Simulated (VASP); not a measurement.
ZnCu:

```
Zn Cu
1.0
     2.94500    0.00000    0.00000
     0.00000    2.94500    0.00000
     0.00000    0.00000    2.94500
Zn Cu
1 1
Direct
  0.50000 0.50000 0.50000
  0.00000 0.00000 0.00000
```

```yaml
Program: VASP 6.6.1
Task: relaxation of cell and atoms
Functional: LDA
Potentials_or_basis: VASP PAW LDA potentials, release 64 (Zn, Cu_sv_GW)
Cutoff: 820 eV
k_mesh: 11 × 11 × 11
Occupations: fermi-dirac, width 0.1 eV
Spin: no spin polarisation
```

At the start: pressure -9.9 GPa; volume 12.77 Å³/atom.

How do energy, volume and symmetry change on relaxing?

Over 3 steps the energy falls by 30.7 meV/atom and the volume is 11.85 Å³/atom (-7.2 %); space group Pm-3m (No. 221, to 0.1 Å) before and after.

The path:
| step | energy change (eV) | largest force (eV/Å) | pressure (GPa) | volume (Å³) |
| --- | --- | --- | --- | --- |
| 1 | 0.0000 | 0.0000 | -9.95 | 25.54 |
| 2 | -0.0396 | 0.0000 | 7.29 | 22.72 |
| 3 | -0.0615 | 0.0000 | -0.03 | 23.71 |

Final structure:
```yaml
crystal:
  lattice:
    - [2.87272, 0.00000, 0.00000]
    - [0.00000, 2.87272, 0.00000]
    - [0.00000, 0.00000, 2.87272]
  atoms:
    - { symbol: Zn, position: [0.50000, 0.50000, 0.50000] }
    - { symbol: Cu, position: [0.00000, 0.00000, 0.00000] }
```
